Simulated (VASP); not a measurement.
Here is a VASP 6.6.1 calculation.

File POSCAR:

```
ZnS
1.0
    3.6923230418      0.0000000000      0.0000000000
   -1.8461615209      3.1976455532      0.0000000000
    0.0000000000      0.0000000000      6.3589431756
Zn S
2 2
Direct
    0.3333333333      0.6666666667      0.0050929333
    0.6666666667      0.3333333333      0.5050929333
    0.3333333333      0.6666666667      0.3699070667
    0.6666666667      0.3333333333      0.8699070667
```

The input INCAR.step1:

```
SYSTEM = ZnS
PREC = Accurate
ENCUT = 520
ISMEAR = 0
SIGMA = 0.02
LREAL = .FALSE.
LASPH = .TRUE.
NELM = 60
NBANDS = 26
GGA = PE
ALGO = Normal
EDIFF = 1E-4
LWAVE = .TRUE.
LCHARG = .FALSE.
```

The input INCAR.step2:

```
SYSTEM = ZnS
PREC = Accurate
ENCUT = 520
EDIFF = 1E-7
ISMEAR = 0
SIGMA = 0.02
LREAL = .FALSE.
LASPH = .TRUE.
NELM = 60
ALGO = Normal
ISIF = 2
LWAVE = .FALSE.
LCHARG = .TRUE.
METAGGA = R2SCAN
LMIXTAU = .TRUE.
LELF = .TRUE.
LVHAR = .TRUE.
NBANDS = 26
ISTART = 1
```

File KPOINTS:

```
regular mesh
0
G
  6 6 4
  0 0 0
```

Potentials or basis: VASP PAW PBE potentials, release 64 (Zn, S).

Launch:

```bash
$ cat potpaw_PBE.64/Zn/POTCAR potpaw_PBE.64/S/POTCAR > POTCAR
$ cp INCAR.step1 INCAR
$ mpirun -np 1 vasp_std > vasp.out
$ cp INCAR.step2 INCAR
$ mpirun -np 1 vasp_std > vasp.out
```

Predict the band gap on the k mesh.

2.76 eV.

What does it give for the largest force?

0.008 eV/Å.

Stress tensor (GPa, compression positive):
```
5.25 0.00 0.00
0.00 5.25 0.00
0.00 0.00 0.00
```

Caveat: the cell stands under pressure; the PAW data sets were made with another functional, which shifts forces and pressure a little.
